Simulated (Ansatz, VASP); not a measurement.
**One calculation of InAs, two programs**

```xyz
2
Lattice="0.0000 3.3945 2.3999 3.3945 0.0000 2.3999 3.3945 3.3945 0.0000" Properties=species:S:1:pos:R:3 pbc="T T T"
In    0.0000    0.0000    0.0000
As    5.0917    5.0917    3.5999
```

Alike in both runs: task single point; functional PBEsol; k mesh 16 × 16 × 16; occupations gaussian, width 0.15 eV; no spin polarisation.

```csv
,VASP,Ansatz
version,VASP 6.6.1,Ansatz 0.2.0
potentials or method,"VASP PAW PBE potentials, release 64 (In_d, As), cutoff 520 eV","scalar-relativistic, plane waves, PAW"
valence electrons in the cell,18,28
```

|  | VASP | Ansatz | Ansatz less VASP |
| --- | --- | --- | --- |
| gap on the k mesh at the Fermi level (eV) | none | none | - |
| pressure (GPa) | -1.4 | -1.5 | -0.08 |
| traceless stress, the component that is largest in VASP (GPa) | 3.64 | 3.67 | +0.031 |

VASP's potentials were made for PBE, not for PBEsol. A gap of «none» marks a metal or a gap that the smearing closes. VASP's potentials hold 18 valence electrons a cell and Ansatz's 28, so a difference there can come from the potentials and not from the codes.
